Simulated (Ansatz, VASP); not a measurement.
**Sc in VASP and in Ansatz**

```
CELL_PARAMETERS angstrom
3.31936 0.00000 0.00000
-1.65968 2.87465 0.00000
0.00000 0.00000 5.18426
ATOMIC_POSITIONS crystal
Sc 0.33333 0.66667 0.25000
Sc 0.66667 0.33333 0.75000
```

Alike in both runs: task single point; functional PBE; k mesh 9 × 9 × 5; occupations fermi-dirac, width 0.1 eV; no spin polarisation.

```csv
,VASP,Ansatz
version,VASP 6.6.1,Ansatz 0.2.0
potentials or method,"VASP PAW PBE potentials, release 64 (Sc_sv), cutoff 520 eV","plane waves (420 eV) with PAW, scalar-relativistic"
valence electrons in the cell,22,22
```

|  | VASP | Ansatz | Ansatz less VASP |
| --- | --- | --- | --- |
| pressure (GPa) | 0.0 | 0.0 | -0.02 |
| traceless stress, the component that is largest in VASP (GPa) | 0.06 | 0.06 | -0.004 |
